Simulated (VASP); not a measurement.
## Al: single point with LDA

The system is Al.

```
Al
1.0
     0.00000    2.07742    2.07742
     2.07742    0.00000    2.07742
     2.07742    2.07742    0.00000
Al
1
Direct
  0.00000 0.00000 0.00000
```

| Item | Value |
| --- | --- |
| Program | VASP 6.6.1 |
| Task | single point |
| Functional | LDA |
| Potentials or basis | VASP PAW LDA potentials, release 64 (Al) |
| Cutoff | 520 eV |
| k mesh | 12 × 12 × 12 |
| Occupations | gaussian, width 0.1 eV |
| Spin | no spin polarisation |
| Dipole correction | no |
| Further INCAR settings | ALGO = Normal; EDIFF = 1e-06; NBANDS = 8 |

| Quantity | Value |
| --- | --- |
| Pressure | -8.0 GPa |

Levels at points of the mesh, in eV from the Fermi level:
```
           k point  band 1  band 2  band 3  band 4  band 5
(0.00, 0.00, 0.00)  -10.40   12.27   12.27   12.27   12.98
(0.50, 0.00, 0.00)   -4.15   -4.09   10.53   10.53   11.21
(0.50, 0.50, 0.00)   -2.56   -1.49    5.30    5.30    5.42
```

Wall time 2.6 s on 1 thread of Intel(R) Xeon(R) 6975P-C (Granite Rapids) (shared host), peak memory 0.12 GiB.
